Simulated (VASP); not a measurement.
# ZnCd2Te2 in VASP: a series of runs

The runs below take ZnCd2Te2 through single point, with PBE.

Everything below comes from runs of VASP 6.6.1. Logs are shortened: lines on timing, memory, paths and dates and some standing lists are left out, and cuts for length are marked.

### 1 The cell of the first run

The cell holds a slab with vacuum, 5 atoms: a = 4.679 Å, b = 4.679 Å, c = 20.081 Å, α = 90.00°, β = 90.00°, γ = 120.00°.

### 2 Single point, PBE

INCAR reads:

```
PREC = Accurate
ENCUT = 520
EDIFF = 1E-6
ISMEAR = 0
SIGMA = 0.05
LREAL = False
LASPH = True
NELM = 100
ALGO = Normal
ISIF = 2
LWAVE = False
LCHARG = True
LDIPOL = True
IDIPOL = 3
DIPOL = 0.5 0.5 0.370
GGA = PE
LELF = True
LVHAR = True
LVACPOTAV = True
NBANDS = 32
```

KPOINTS reads:

```
regular mesh
0
Gamma
  6 6 1
```

POSCAR reads:

```
ZnCd2Te2
1.0
    4.6794578583      0.0000000000      0.0000000000
   -2.3397289292      4.0525293812      0.0000000000
    0.0000000000      0.0000000000     20.0807280860
Te Cd Zn
2 2 1
Direct
    0.0000000000      0.0000000000      0.1991959646
    0.3333333333      0.6666666667      0.4037116126
    0.3333333333      0.6666666667      0.2467634796
    0.6666666667      0.3333333333      0.4273116019
    0.6666666667      0.3333333333      0.5724799630
```

Potentials or basis: VASP PAW PBE potentials, release 64 (Te, Cd, Zn).

The run is started by

```sh
> cat potpaw_PBE.64/Te/POTCAR potpaw_PBE.64/Cd/POTCAR potpaw_PBE.64/Zn/POTCAR > POTCAR
> mpirun -np 1 vasp_std > vasp.out
```

OUTCAR:

```text
PREC = Accurate
   ENCUT = 520
   EDIFF = 1E-6
   ISMEAR = 0
   LREAL = False
   LASPH = True
   NELM = 100
   ISIF = 2
   GGA = PE

 ion  position               nearest neighbor table
   1  0.000  0.000  0.199-   3 2.87   3 2.87   3 2.87
   2  0.333  0.667  0.404-   4 2.74   4 2.74   4 2.74   3 3.15
   3  0.333  0.667  0.247-   1 2.87   1 2.87   1 2.87   2 3.15
   4  0.667  0.333  0.427-   2 2.74   2 2.74   2 2.74   5 2.92
   5  0.667  0.333  0.572-   4 2.92

  LATTYP: Found a hexagonal cell.
 ALAT       =     4.6794578583
 C/A-ratio  =     4.2912509727

  Lattice vectors:

 A1 = (   4.6794578583,   0.0000000000,   0.0000000000)
 A2 = (  -2.3397289292,   4.0525293812,   0.0000000000)
 A3 = (   0.0000000000,   0.0000000000,  20.0807280860)

Analysis of symmetry for initial positions (statically):
=====================================================================
 Subroutine PRICEL returns:
 Original cell was already a primitive cell.

 Routine SETGRP: Setting up the symmetry group for a
 hexagonal supercell.

 Subroutine GETGRP returns: Found  6 space group operations
 (whereof  6 operations were pure point group operations)
 out of a pool of 24 trial point group operations.

The static configuration has the point symmetry C_3v.

Analysis of symmetry for dynamics (positions and initial velocities):
=====================================================================
 Subroutine PRICEL returns:
 Original cell was already a primitive cell.

 Routine SETGRP: Setting up the symmetry group for a
 hexagonal supercell.

 Subroutine GETGRP returns: Found  6 space group operations
 (whereof  6 operations were pure point group operations)
 out of a pool of 24 trial point group operations.

The dynamic configuration has the point symmetry C_3v.

 Subroutine INISYM returns: Found  6 space group operations
 (whereof  6 operations are pure point group operations),
 and found     1 'primitive' translations

----------------------------------------------------------------------------------------

                                     Primitive cell

  volume of cell :     380.8037

  direct lattice vectors                    reciprocal lattice vectors
     4.679457858  0.000000000  0.000000000     0.213699969  0.123379735  0.000000000
    -2.339728929  4.052529381  0.000000000     0.000000000  0.246759469  0.000000000
     0.000000000  0.000000000 20.080728086     0.000000000  0.000000000  0.049798991

  length of vectors
     4.679457858  4.679457858 20.080728086     0.246759469  0.246759469  0.049798991

  position of ions in fractional coordinates (direct lattice)
     0.000000000  0.000000000  0.199195965
     0.333333333  0.666666667  0.403711613
     0.333333333  0.666666667  0.246763480
     0.666666667  0.333333333  0.427311602
     0.666666667  0.333333333  0.572479963

  ion indices of the primitive-cell ions
   primitive index   ion index
                 1           1
                 2           2
                 3           3
                 4           4
                 5           5

----------------------------------------------------------------------------------------

 KPOINTS: regular mesh

Automatic generation of k-mesh.
 Grid dimensions read from file:
 generate k-points for:    6    6    1

 Generating k-lattice:

  Cartesian coordinates                     Fractional coordinates (reciprocal lattice)
     0.035616662  0.020563289  0.000000000     0.166666667 -0.000000000  0.000000000
     0.000000000  0.041126578  0.000000000     0.000000000  0.166666667  0.000000000
     0.000000000  0.000000000  0.049798991     0.000000000  0.000000000  1.000000000

  Length of vectors
     0.041126578  0.041126578  0.049798991

  Shift w.r.t. Gamma in fractional coordinates (k-lattice)
     0.000000000  0.000000000  0.000000000

 Subroutine IBZKPT returns following result:
 ===========================================

 Found      7 irreducible k-points:

 Following reciprocal coordinates:
            Coordinates               Weight
  0.000000  0.000000  0.000000      1.000000
  0.166667  0.000000  0.000000      6.000000
  0.333333  0.000000  0.000000      6.000000
  0.500000  0.000000  0.000000      3.000000
  0.166667  0.166667  0.000000      6.000000
  0.333333  0.166667  0.000000     12.000000
  0.333333  0.333333  0.000000      2.000000
   k-points           NKPTS =      7   k-points in BZ     NKDIM =      7   number of bands    NBANDS=     32
   number of dos      NEDOS =    301   number of ions     NIONS =      5
   total plane-waves  NPLWV = 194400
   dimension x,y,z NGX =    36 NGY =   36 NGZ =  150
   dimension x,y,z NGXF=    72 NGYF=   72 NGZF=  300
   ions per type =               2   2   1
   NGX,Y,Z   is equivalent  to a cutoff of  12.79, 12.79, 12.42 a.u.
   NGXF,Y,Z  is equivalent  to a cutoff of  25.58, 25.58, 24.84 a.u.
 SYSTEM =  unknown system
   PREC   = accura    normal or accurate (medium, high low for compatibility)
   ISTART =      0    job   : 0-new  1-cont  2-samecut
   ICHARG =      2    charge: 1-file 2-atom 10-const
   ISPIN  =      1    spin polarized calculation?
   LNONCOLLINEAR =      F non collinear calculations
   LSORBIT =      F    spin-orbit coupling
   LASPH  =      T    aspherical Exc in radial PAW
   ENCUT  =  520.0 eV  38.22 Ry    6.18 a.u.   8.70  8.70 37.34*2*pi/ulx,y,z
   NELM   =    100;   NELMIN=  2; NELMDL= -5     # of ELM steps
   EDIFF  = 0.1E-05   stopping-criterion for ELM
   LREAL  =      F    real-space projection
   EDIFFG = 0.1E-04   stopping-criterion for IOM
   NSW    =      0    number of steps for IOM
   IBRION =     -1    ionic relax: 0-MD 1-quasi-New 2-CG
   NFREE  =      0    steps in history (QN), initial steepest desc. (CG)
   ISIF   =      2    stress and relaxation
   ISYM   =      2    0-nonsym 1-usesym 2-fastsym
   POTIM  = 0.5000    time-step for ionic-motion
   TEBEG  =    0.0;   TEEND  =   0.0 temperature during run
   PSTRESS=    0.0 pullay stress
   NELECT =      48.0000    total number of electrons
   NUPDOWN=      -1.0000    fix difference up-down
   EMIN   =  10.00;   EMAX   =-10.00  energy-range for DOS
   EFERMI =   0.00;   METHOD = LEGACY
   ISMEAR =     0;   SIGMA  =   0.05  broadening in eV -4-tet -1-fermi 0-gaus
   EFERMI_NEDOS =   21; number of points for ismear=-14 and -15
   IALGO  =     38    algorithm
   IMIX   =      4    mixing-type and parameters
     AMIX     =   0.40;   BMIX     =  1.00
     AMIX_MAG =   1.60;   BMIX_MAG =  1.00
  volume/ion in A,a.u.               =      76.16       513.96
  Fermi-wavevector in a.u.,A,eV,Ry     =   0.820833  1.551150  9.167156  0.673767
  Thomas-Fermi vector in A             =   1.931885
   LORBIT       =      0    0 simple, 1 ext, 2 COOP (PROOUT), +10 PAW based schemes
   GGA     = PE    functional components
   LHFCALC =     F    Hartree Fock is set to
   AEXX    =    0.0000 exact exchange contribution
   IVDW    =     0    specifies the selected vdW correction
   LEPSILON=     F    determine dielectric tensor
   LRPA    =     F    only Hartree local field effects (RPA)
 non-spin polarized calculation
 Gauss-broadening in eV      SIGMA  =   0.05
  energy-cutoff  :      520.00
  volume of cell :      380.80
 maximum number of plane-waves:     10277
 NGX is ok and might be reduce to    36
   NGX = 17   NGY = 17   NGZ = 75

 number of electron      47.9999989 magnetization

 dipolmoment           0.000000      0.000000     -0.286155 electrons x Angstroem

 Free energy of the ion-electron system (eV)
  ---------------------------------------------------
  ext. energy  EPLUGINS =         0.00000000
  ---------------------------------------------------
  free energy    TOTEN  =        -8.93046349 eV

  energy without entropy =       -8.92889630  energy(sigma->0) =       -8.92967989

 E-fermi :  -1.3399     XC(G=0):  -4.5248

 val. band max:       -1.3399058619   @ k =   0.0000   0.0000   0.0000
 cond. band min:      -1.3399058045   @ k =   0.0000   0.0000   0.0000
 fundamental gap:      0.0000000573
 Fermi energy:        -1.3399058331

 k-point     1 :       0.0000    0.0000    0.0000
  band No.  band energies     occupation
      1     -13.6214      2.00000
      2     -11.5202      2.00000
      3     -11.1153      2.00000
      4     -11.1153      2.00000
      5     -10.8297      2.00000
      6     -10.8297      2.00000
[... 24 lines left out ...]
     31       3.2010      0.00000
     32       3.2349      0.00000

 k-point     2 :       0.1667    0.0000    0.0000
  band No.  band energies     occupation
      1     -13.5484      2.00000
      2     -11.4643      2.00000
      3     -11.0855      2.00000
      4     -11.0828      2.00000
      5     -10.8442      2.00000
      6     -10.8305      2.00000
[... 24 lines left out ...]
     31       2.4813      0.00000
     32       3.0553      0.00000

 k-point     3 :       0.3333    0.0000    0.0000
  band No.  band energies     occupation
      1     -13.4033      2.00000
      2     -11.3566      2.00000
      3     -11.0168      2.00000
      4     -11.0133      2.00000
      5     -10.8674      2.00000
      6     -10.8307      2.00000
[... 24 lines left out ...]
     31       2.7656      0.00000
     32       3.5699      0.00000

 k-point     4 :       0.5000    0.0000    0.0000
  band No.  band energies     occupation
      1     -13.3321      2.00000
      2     -11.3056      2.00000
      3     -10.9838      2.00000
      4     -10.9778      2.00000
      5     -10.8761      2.00000
      6     -10.8292      2.00000
[... 24 lines left out ...]
     31       3.1733      0.00000
     32       3.4463      0.00000

 k-point     5 :       0.1667    0.1667    0.0000
  band No.  band energies     occupation
      1     -13.4394      2.00000
      2     -11.3830      2.00000
      3     -11.0516      2.00000
      4     -11.0160      2.00000
      5     -10.8609      2.00000
      6     -10.8329      2.00000
[... 24 lines left out ...]
     31       2.4470      0.00000
     32       3.2373      0.00000

 k-point     6 :       0.3333    0.1667    0.0000
  band No.  band energies     occupation
      1     -13.3324      2.00000
      2     -11.3060      2.00000
      3     -11.0018      2.00000
      4     -10.9685      2.00000
      5     -10.8733      2.00000
      6     -10.8360      2.00000
[... 24 lines left out ...]
     31       3.2247      0.00000
     32       3.5290      0.00000

 k-point     7 :       0.3333    0.3333    0.0000
  band No.  band energies     occupation
      1     -13.2978      2.00000
      2     -11.2820      2.00000
      3     -10.9814      2.00000
      4     -10.9658      2.00000
      5     -10.8721      2.00000
      6     -10.8450      2.00000
[... 24 lines left out ...]
     31       3.0809      0.00000
     32       3.8572      0.00000

------------------------ aborting loop because EDIFF is reached ----------------------------------------

  FORCE on cell =-STRESS in cart. coord.  units (eV):
  Direction    XX          YY          ZZ          XY          YZ          ZX
  --------------------------------------------------------------------------------------
  -------------------------------------------------------------------------------------
  Total        0.4909456      0.4909456     -0.3533901     -0.0000000      0.0000000     -0.0000000
  in kB        2.0655835      2.0655835     -1.4868384     -0.0000000      0.0000000     -0.0000000
  external PRESSURE =       0.8814428 kB  Pullay stress =       0.0000000 kB

 VOLUME and BASIS-vectors are now :
 -----------------------------------------------------------------------------
  energy-cutoff  :      520.00
  volume of cell :      380.80
      direct lattice vectors                 reciprocal lattice vectors
     4.679457858  0.000000000  0.000000000     0.213699969  0.123379735  0.000000000
    -2.339728929  4.052529381  0.000000000     0.000000000  0.246759469  0.000000000
     0.000000000  0.000000000 20.080728086     0.000000000  0.000000000  0.049798991

 POSITION                                       TOTAL-FORCE (eV/Angst)
 -----------------------------------------------------------------------------------
      0.00000      0.00000      4.00000         0.000000      0.000000      0.432637
     -0.00000      2.70169      8.10682         0.000000      0.000000     -0.241270
     -0.00000      2.70169      4.95519        -0.000000     -0.000000     -0.413234
      2.33973      1.35084      8.58073         0.000000      0.000000      0.217859
      2.33973      1.35084     11.49581        -0.000000      0.000000      0.004008
 -----------------------------------------------------------------------------------
    total drift:                                0.000001      0.000000      0.002465

  FREE ENERGIE OF THE ION-ELECTRON SYSTEM (eV)
  ---------------------------------------------------
  free  energy   TOTEN  =        -8.9304634891 eV

  energy  without entropy=       -8.9288962958  energy(sigma->0) =       -8.92967989

 vacuum level on the upper side and lower side of the slab         1.651         4.381
```

Run time: 84 s. Hardware: 1 thread of Intel Xeon 6975P-C (Granite Rapids), shared host; peak memory 0.47 GiB.

Results:

- Free energy: -8.9305 eV
- Largest force: 0.433 eV/Å
- Band gap on the k mesh: zero (filled and empty bands touch)

Forces in eV/Å, atoms in the order of the input:
```
Te   0.000  0.000  0.433
Te   0.000  0.000 -0.241
Cd   0.000  0.000 -0.413
Cd   0.000  0.000  0.218
Zn   0.000  0.000  0.004
```

Caveat: spin-orbit coupling is left out, which moves the levels of the heavy elements.

(Continued in part 2 of 2.)
